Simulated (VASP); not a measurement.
# Al3Cu (P-4m2) in VASP: single point with PBEsol

Aim: the single point of Al3Cu with PBEsol.

Everything below comes from runs of VASP 6.6.1. Logs are shortened: lines on timing, memory, paths and dates and some standing lists are left out, and cuts for length are marked.

**1. The cell of the first run**

It takes space group P-4m2 (No. 115, tetragonal). The conventional cell has a = 3.948 Å, b = 3.948 Å, c = 4.301 Å, α = 90.00°, β = 90.00°, γ = 90.00°. Al (site symmetry 2mm) has 8 Al at 2.80 to 2.99 Å and 4 Cu at 2.85 to 2.99 Å within 3.7 Å. Al (site symmetry -4m2) has 4 Cu at 2.79 Å and 8 Al at 2.85 to 2.99 Å within 3.7 Å. Within 3.7 Å of Cu (site symmetry -4m2) lie 12 Al at 2.79 to 2.99 Å.

**2. Single point, PBEsol (strained and its atoms moved)**

INCAR reads:

```
ALGO     = Normal         # electronic algorithm
EDIFF    = 1E-7           # SCF threshold, eV
ENCUT    = 520            # plane-wave cutoff, eV
GGA      = PS             # functional
ISIF     = 2              # what is computed and relaxed
ISMEAR   = 0              # smearing method
LASPH    = True           # aspherical terms in the spheres
LCHARG   = False          # write CHGCAR
LREAL    = False          # projectors in reciprocal space
LWAVE    = False          # write WAVECAR
NBANDS   = 18             # bands
NELM     = 80             # most SCF steps
PREC     = Accurate       # precision mode
SIGMA    = 0.1            # smearing width, eV
```

KPOINTS reads:

```
k-points
0
Gamma
  10 10 8
```

POSCAR reads:

```
Al3Cu
1.0
    3.9482845286      0.0000000000      0.0000000000
    0.0000000000      3.9482845286      0.0000000000
    0.0000000000      0.0000000000      4.3014581186
Al Cu
3 1
Direct
    0.0000000000      0.5000000000      0.4783767715
    0.5000000000      0.0000000000      0.5216232285
    0.5000000000      0.5000000000      0.0000000000
    0.0000000000      0.0000000000      0.0000000000
```

Potentials or basis: VASP PAW PBE potentials, release 64 (Al, Cu).

Run with:

```console
$ cat potpaw_PBE.64/Al/POTCAR potpaw_PBE.64/Cu/POTCAR > POTCAR
$ mpirun -np 1 vasp_std > vasp.out
```

OUTCAR:

```text
EDIFF = 1E-7
   ENCUT = 520
   GGA = PS
   ISIF = 2
   ISMEAR = 0
   LASPH = True
   LREAL = False
   NELM = 80
   PREC = Accurate

 ion  position               nearest neighbor table
   1  0.000  0.500  0.478-   2 2.80   2 2.80   2 2.80   2 2.80   4 2.85   4 2.85   3 2.85   3 2.85
                             3 2.99   4 2.99   4 2.99   3 2.99
   2  0.500  0.000  0.522-   1 2.80   1 2.80   1 2.80   1 2.80   3 2.85   4 2.85   4 2.85   3 2.85
                             3 2.99   4 2.99   4 2.99   3 2.99
   3  0.500  0.500  0.000-   4 2.79   4 2.79   4 2.79   4 2.79   2 2.85   1 2.85   1 2.85   2 2.85
                             2 2.99   2 2.99   1 2.99   1 2.99
   4  0.000  0.000  0.000-   3 2.79   3 2.79   3 2.79   3 2.79   2 2.85   2 2.85   1 2.85   1 2.85
                             2 2.99   2 2.99   1 2.99   1 2.99

  LATTYP: Found a simple tetragonal cell.
 ALAT       =     3.9482845286
 C/A-ratio  =     1.0894498832

  Lattice vectors:

 A1 = (   3.9482845286,   0.0000000000,   0.0000000000)
 A2 = (   0.0000000000,   3.9482845286,   0.0000000000)
 A3 = (   0.0000000000,   0.0000000000,   4.3014581186)

Analysis of symmetry for initial positions (statically):
=====================================================================
 Subroutine PRICEL returns:
 Original cell was already a primitive cell.

 Routine SETGRP: Setting up the symmetry group for a
 simple tetragonal supercell.

 Subroutine GETGRP returns: Found  8 space group operations
 (whereof  8 operations were pure point group operations)
 out of a pool of 16 trial point group operations.

The static configuration has the point symmetry D_2d.

Analysis of symmetry for dynamics (positions and initial velocities):
=====================================================================
 Subroutine PRICEL returns:
 Original cell was already a primitive cell.

 Routine SETGRP: Setting up the symmetry group for a
 simple tetragonal supercell.

 Subroutine GETGRP returns: Found  8 space group operations
 (whereof  8 operations were pure point group operations)
 out of a pool of 16 trial point group operations.

The dynamic configuration has the point symmetry D_2d.

 Subroutine INISYM returns: Found  8 space group operations
 (whereof  8 operations are pure point group operations),
 and found     1 'primitive' translations

----------------------------------------------------------------------------------------

                                     Primitive cell

  volume of cell :      67.0552

  direct lattice vectors                    reciprocal lattice vectors
     3.948284529  0.000000000  0.000000000     0.253274553  0.000000000  0.000000000
     0.000000000  3.948284529  0.000000000     0.000000000  0.253274553  0.000000000
     0.000000000  0.000000000  4.301458119     0.000000000  0.000000000  0.232479306

  length of vectors
     3.948284529  3.948284529  4.301458119     0.253274553  0.253274553  0.232479306

  position of ions in fractional coordinates (direct lattice)
     0.000000000  0.500000000  0.478376772
     0.500000000  0.000000000  0.521623228
     0.500000000  0.500000000  0.000000000
     0.000000000  0.000000000  0.000000000

  ion indices of the primitive-cell ions
   primitive index   ion index
                 1           1
                 2           2
                 3           3
                 4           4

----------------------------------------------------------------------------------------

 KPOINTS: k-points

Automatic generation of k-mesh.
 Grid dimensions read from file:
 generate k-points for:   10   10    8

 Generating k-lattice:

  Cartesian coordinates                     Fractional coordinates (reciprocal lattice)
     0.025327455  0.000000000  0.000000000     0.100000000  0.000000000  0.000000000
     0.000000000  0.025327455  0.000000000     0.000000000  0.100000000  0.000000000
     0.000000000  0.000000000  0.029059913     0.000000000  0.000000000  0.125000000

  Length of vectors
     0.025327455  0.025327455  0.029059913

  Shift w.r.t. Gamma in fractional coordinates (k-lattice)
     0.000000000  0.000000000  0.000000000

 Subroutine IBZKPT returns following result:
 ===========================================

 Found    105 irreducible k-points:

 Following reciprocal coordinates:
            Coordinates               Weight
  0.000000  0.000000  0.000000      1.000000
  0.100000  0.000000  0.000000      4.000000
  0.200000  0.000000  0.000000      4.000000
  0.300000  0.000000  0.000000      4.000000
  0.400000  0.000000  0.000000      4.000000
  0.500000  0.000000  0.000000      2.000000
[... 16 lines left out ...]
  0.100000  0.000000  0.125000      8.000000
  0.200000  0.000000  0.125000      8.000000
 [... further k-points ...]
   k-points           NKPTS =    105   k-points in BZ     NKDIM =    105   number of bands    NBANDS=     18
   number of dos      NEDOS =    301   number of ions     NIONS =      4
   total plane-waves  NPLWV =  28800
   dimension x,y,z NGX =    30 NGY =   30 NGZ =   32
   dimension x,y,z NGXF=    60 NGYF=   60 NGZF=   64
   ions per type =               3   1
   NGX,Y,Z   is equivalent  to a cutoff of  12.63, 12.63, 12.37 a.u.
   NGXF,Y,Z  is equivalent  to a cutoff of  25.26, 25.26, 24.74 a.u.
 SYSTEM =  unknown system
   PREC   = accura    normal or accurate (medium, high low for compatibility)
   ISTART =      0    job   : 0-new  1-cont  2-samecut
   ICHARG =      2    charge: 1-file 2-atom 10-const
   ISPIN  =      1    spin polarized calculation?
   LNONCOLLINEAR =      F non collinear calculations
   LSORBIT =      F    spin-orbit coupling
   LASPH  =      T    aspherical Exc in radial PAW
   ENCUT  =  520.0 eV  38.22 Ry    6.18 a.u.   7.34  7.34  8.00*2*pi/ulx,y,z
   NELM   =     80;   NELMIN=  2; NELMDL= -5     # of ELM steps
   EDIFF  = 0.1E-06   stopping-criterion for ELM
   LREAL  =      F    real-space projection
   EDIFFG = 0.1E-05   stopping-criterion for IOM
   NSW    =      0    number of steps for IOM
   IBRION =     -1    ionic relax: 0-MD 1-quasi-New 2-CG
   NFREE  =      0    steps in history (QN), initial steepest desc. (CG)
   ISIF   =      2    stress and relaxation
   ISYM   =      2    0-nonsym 1-usesym 2-fastsym
   POTIM  = 0.5000    time-step for ionic-motion
   TEBEG  =    0.0;   TEEND  =   0.0 temperature during run
   PSTRESS=    0.0 pullay stress
   NELECT =      20.0000    total number of electrons
   NUPDOWN=      -1.0000    fix difference up-down
   EMIN   =  10.00;   EMAX   =-10.00  energy-range for DOS
   EFERMI =   0.00;   METHOD = LEGACY
   ISMEAR =     0;   SIGMA  =   0.10  broadening in eV -4-tet -1-fermi 0-gaus
   EFERMI_NEDOS =   21; number of points for ismear=-14 and -15
   IALGO  =     38    algorithm
   IMIX   =      4    mixing-type and parameters
     AMIX     =   0.40;   BMIX     =  1.00
     AMIX_MAG =   1.60;   BMIX_MAG =  1.00
  volume/ion in A,a.u.               =      16.76       113.13
  Fermi-wavevector in a.u.,A,eV,Ry     =   1.093807  2.066995 16.278193  1.196413
  Thomas-Fermi vector in A             =   2.230099
   LORBIT       =      0    0 simple, 1 ext, 2 COOP (PROOUT), +10 PAW based schemes
   GGA     = PS    functional components
   LHFCALC =     F    Hartree Fock is set to
   AEXX    =    0.0000 exact exchange contribution
   IVDW    =     0    specifies the selected vdW correction
   LEPSILON=     F    determine dielectric tensor
   LRPA    =     F    only Hartree local field effects (RPA)
 non-spin polarized calculation
 Gauss-broadening in eV      SIGMA  =   0.10
  energy-cutoff  :      520.00
  volume of cell :       67.06
 maximum number of plane-waves:      1831
 NGX is ok and might be reduce to    30
   NGX = 15   NGY = 15   NGZ = 15

 number of electron      20.0000022 magnetization

 Free energy of the ion-electron system (eV)
  ---------------------------------------------------
  ext. energy  EPLUGINS =         0.00000000
  ---------------------------------------------------
  free energy    TOTEN  =       -16.37677519 eV

  energy without entropy =      -16.36804526  energy(sigma->0) =      -16.37241023

 E-fermi :   6.9701     XC(G=0): -10.4089

 val. band max:        6.9699490643   @ k =   0.3000   0.3000   0.2500
 cond. band min:       6.9738699514   @ k =   0.3000   0.1000   0.5000
 fundamental gap:      0.0039208871
 Fermi energy:         6.9701297745

 k-point     1 :       0.0000    0.0000    0.0000
  band No.  band energies     occupation
      1      -3.3387      2.00000
      2       3.0284      2.00000
      3       3.2757      2.00000
      4       3.8299      2.00000
      5       3.8559      2.00000
      6       3.8559      2.00000
[... 10 lines left out ...]
     17      13.5565      0.00000
     18      13.8391      0.00000

 k-point     2 :       0.1000    0.0000    0.0000
  band No.  band energies     occupation
      1      -3.2436      2.00000
      2       3.0106      2.00000
      3       3.1911      2.00000
      4       3.7354      2.00000
      5       3.7864      2.00000
      6       3.8590      2.00000
[... 10 lines left out ...]
     17      13.3718      0.00000
     18      13.7070      0.00000

 k-point     3 :       0.2000    0.0000    0.0000
  band No.  band energies     occupation
      1      -2.9591      2.00000
      2       2.3534      2.00000
      3       3.1961      2.00000
      4       3.5804      2.00000
      5       3.6912      2.00000
      6       3.8672      2.00000
[... 10 lines left out ...]
     17      13.1055      0.00000
     18      13.6499      0.00000

 k-point     4 :       0.3000    0.0000    0.0000
  band No.  band energies     occupation
      1      -2.4889      2.00000
      2       1.1924      2.00000
      3       3.2990      2.00000
      4       3.4695      2.00000
      5       3.5972      2.00000
      6       3.8773      2.00000
[... 375 lines left out ...]
      4       3.8046      2.00000
      5       3.8046      2.00000
      6       3.8322      2.00000
[... 10 lines left out ...]
     17      14.3519      0.00000
     18      14.3535      0.00000

 k-point    23 :       0.1000    0.0000    0.1250
  band No.  band energies     occupation
      1      -3.1191      2.00000
      2       2.4314      2.00000
      3       3.2033      2.00000
      4       3.6516      2.00000
      5       3.7782      2.00000
      6       3.8248      2.00000
[... 10 lines left out ...]
     17      13.2779      0.00000
     18      14.0936      0.00000

 k-point    24 :       0.2000    0.0000    0.1250
  band No.  band energies     occupation
      1      -2.8353      2.00000
      2       2.3960      2.00000
      3       2.6972      2.00000
      4       3.5442      2.00000
      5       3.6948      2.00000
      6       3.8336      2.00000
[... 10 lines left out ...]
     17      12.9877      0.00000
     18      13.1465      0.00000

 [... further k-points ...]

------------------------ aborting loop because EDIFF is reached ----------------------------------------

  FORCE on cell =-STRESS in cart. coord.  units (eV):
  Direction    XX          YY          ZZ          XY          YZ          ZX
  --------------------------------------------------------------------------------------
  -------------------------------------------------------------------------------------
  Total       -2.9881768     -2.9881768     -5.1150326      0.0000000      0.0000000      0.0000000
  in kB      -71.3977109    -71.3977109   -122.2155321      0.0000000      0.0000000      0.0000000
  external PRESSURE =     -88.3369847 kB  Pullay stress =       0.0000000 kB

 VOLUME and BASIS-vectors are now :
 -----------------------------------------------------------------------------
  energy-cutoff  :      520.00
  volume of cell :       67.06
      direct lattice vectors                 reciprocal lattice vectors
     3.948284529  0.000000000  0.000000000     0.253274553  0.000000000  0.000000000
     0.000000000  3.948284529  0.000000000     0.000000000  0.253274553  0.000000000
     0.000000000  0.000000000  4.301458119     0.000000000  0.000000000  0.232479306

 POSITION                                       TOTAL-FORCE (eV/Angst)
 -----------------------------------------------------------------------------------
      0.00000      1.97414      2.05772         0.000000      0.000000      0.135834
      1.97414      0.00000      2.24374        -0.000000      0.000000     -0.135834
      1.97414      1.97414      0.00000        -0.000000     -0.000000      0.000000
      0.00000      0.00000      0.00000        -0.000000      0.000000      0.000000
 -----------------------------------------------------------------------------------
    total drift:                                0.000000     -0.000000      0.000000

  FREE ENERGIE OF THE ION-ELECTRON SYSTEM (eV)
  ---------------------------------------------------
  free  energy   TOTEN  =       -16.3767751940 eV

  energy  without entropy=      -16.3680452567  energy(sigma->0) =      -16.37241023
```

Run time: 3.3 min. Hardware: 1 thread of Intel Xeon 8259CL, shared host; peak memory 0.26 GiB.

What came out:

* Free energy: -16.3768 eV
* Pressure: -8.8 GPa
* Largest force: 0.136 eV/Å
* Band gap on the k mesh: zero (bands 10 and 11 overlap by 3.66 eV)

Forces on the atoms (eV/Å):
```
Al   0.000  0.000  0.136
Al   0.000  0.000 -0.136
Al   0.000  0.000  0.000
Cu   0.000  0.000  0.000
```

Caveat: the cell differs from its parent crystal (strained and its atoms moved); the stress differs along the axes, from -12 to -7 GPa; the PAW data sets were made with another functional, which shifts forces and pressure a little.
